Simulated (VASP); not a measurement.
Set up this calculation in VASP 6.6.1, as the native input.

```yaml
Task: single point
Functional: PBEsol
Potentials_or_basis: VASP PAW PBE potentials, release 64 (Ta_pv, N)
Cutoff: 520 eV
k_mesh: 12 × 12 × 15
Occupations: gaussian, width 0.1 eV
Spin: no spin polarisation
Dipole_correction: no
Further_INCAR_settings: ALGO = Normal; EDIFF = 1e-06; NBANDS = 15; ISYM = 0
```

The structure of TaN lies in POSCAR:

```
TaN
1.0
    2.9726300281     -0.0000000201      0.0003453449
   -0.0000000201      2.9726300281      0.0003453449
    1.4865816883      1.4865816883      2.2340547804
Ta N
1 1
Direct
    0.0000000000      0.0000000000      0.0000000000
    0.5000000000      0.5000000000      0.0000000000
```

One way to write it, as run:

INCAR

```
SYSTEM = TaN
PREC = Accurate
ENCUT = 520
EDIFF = 1E-6
ISMEAR = 0
SIGMA = 0.1
LREAL = .False.
LASPH = .True.
NELM = 60
ALGO = Normal
ISIF = 2
LWAVE = .False.
LCHARG = .True.
GGA = PS
LELF = .True.
LVHAR = .True.
ISYM = 0
NBANDS = 15
```

KPOINTS

```
Automatic mesh
0
Gamma
  12 12 15
  0 0 0
```

Potentials or basis: VASP PAW PBE potentials, release 64 (Ta_pv, N).

Command:

```console
$ cat potpaw_PBE.64/Ta_pv/POTCAR potpaw_PBE.64/N/POTCAR > POTCAR
$ mpirun -np 1 vasp_std > vasp.out
```

Results of the run:

```json
{
  "Pressure": "29.3 GPa",
  "Band gap on the k mesh": "zero (bands 8 and 9 overlap by 4.02 eV)"
}
```

Caveat: the cell stands under pressure; the PAW data sets were made with another functional, which shifts forces and pressure a little; spin-orbit coupling is left out, which moves the levels of the heavy elements.

Wall time 2.5 min on 1 thread of Intel(R) Xeon(R) Platinum 8259CL CPU @ 2.50GHz (Skylake/Cascade Lake) (shared host), peak memory 0.42 GiB.
